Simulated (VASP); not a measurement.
A run of VASP 6.6.1:

The input INCAR:

```
SYSTEM = LuVGa2
PREC = Accurate
ENCUT = 600
EDIFF = 1E-6
ISMEAR = 0
SIGMA = 0.032
LREAL = .False.
LASPH = .True.
NELM = 60
ALGO = Normal
ISIF = 3
LWAVE = .False.
LCHARG = .False.
GGA = PE
IBRION = 2
NSW = 100
EDIFFG = -0.01
```

Contents of KPOINTS:

```
Automatic mesh
0
Gamma
  6 6 6
  0 0 0
```

The input POSCAR:

```
LuVGa2
1.0
    3.4845880000      0.0000000000      0.0000000000
   -1.7422940000      3.0177470000      0.0000000000
   -1.7422940000      1.0059160000      6.4329700000
Lu V Ga
1 1 2
Direct
    0.5000000000      0.5000000000      0.5000000000
    0.0000000000      0.0000000000      0.0000000000
    0.2336900000      0.7663100000      0.7010700000
    0.7663100000      0.2336900000      0.2989300000
```

Potentials or basis: VASP PAW PBE potentials, release 64 (Lu, V_sv, Ga_d).

The run is started by

```bash
$ cat potpaw_PBE.64/Lu/POTCAR potpaw_PBE.64/V_sv/POTCAR potpaw_PBE.64/Ga_d/POTCAR > POTCAR
$ mpirun -np 1 vasp_std > vasp.out
```

Hardware: 1 thread of AMD EPYC 7R13 Processor (Zen 3) (shared host).

Problem. Estimate the wall time of this run.

Solution. Run time: 44 min on 1 thread of AMD EPYC 7R13 Processor (Zen 3), with other jobs on the host, peak memory 0.25 GiB. Counts: scf iterations 388, k points 32, ion steps 37.
